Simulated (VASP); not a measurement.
The system is Rb2LiNbF6.

```
Rb Li Nb F
1.0
     6.04088    0.00000    0.00000
     3.02044    5.23156    0.00000
     3.02044    1.74385    4.93236
Rb Li Nb F
2 1 1 6
Direct
  0.25000 0.25000 0.25000
  0.75000 0.75000 0.75000
  0.50000 0.50000 0.50000
  0.00000 0.00000 0.00000
  0.24822 0.24822 0.75178
  0.24822 0.75178 0.75178
  0.75178 0.75178 0.24822
  0.24822 0.75178 0.24822
  0.75178 0.24822 0.75178
  0.75178 0.24822 0.24822
```

| Property | Result |
| --- | --- |
| Program | VASP 6.6.1 |
| Task | relaxation of cell and atoms |
| Functional | LDA |
| Potentials or basis | VASP PAW LDA potentials, release 64 (Rb_sv, Li_sv, Nb_sv, F) |
| Cutoff | 600 eV |
| k mesh | 5 × 5 × 5 |
| Occupations | methfessel-paxton, width 0.1 eV |
| Spin | no spin polarisation |

At the start: pressure -8.0 GPa; volume 15.59 Å³/atom.

Q: Where does the relaxation end?

A: Over 9 steps the energy falls by 56.4 meV/atom and the volume is 13.38 Å³/atom (-14.2 %); space group Fm-3m (No. 225, to 0.1 Å) before and after.

Step by step:
```tsv
step	energy change (eV)	largest force (eV/Å)	pressure (GPa)	volume (Å³)
1	0.0000	0.6229	-8.05	155.88
2	-0.3850	1.0322	1.59	138.87
3	-0.4214	0.6006	-1.05	142.38
4	-0.5127	0.3792	-0.66	138.72
5	-0.5636	0.0128	0.36	133.21
6	-0.5640	0.0436	0.27	133.63
7	-0.5639	0.0312	0.32	133.46
8	-0.5640	0.0495	-0.25	134.11
9	-0.5643	0.0106	0.02	133.80
```

Final structure:
```xyz
10
Lattice="5.7410 0.0000 0.0000 2.8705 4.9718 0.0000 2.8705 1.6573 4.6875" Properties=species:S:1:pos:R:3 pbc="T T T"
Rb    2.8705    1.6573    1.1719
Rb    8.6115    4.9718    3.5156
Li    5.7410    3.3146    2.3437
Nb    0.0000    0.0000    0.0000
F     4.3222    2.4954    3.5022
F     5.7410    4.9528    3.5022
F     7.1597    4.1337    1.1853
F     4.3222    4.1337    1.1853
F     7.1597    2.4954    3.5022
F     5.7410    1.6763    1.1853
```

Caveat: the cutoff is under 1.25 times the usual one of these potentials, so pressure, stress and relaxed cells hold a basis-set (Pulay) error.
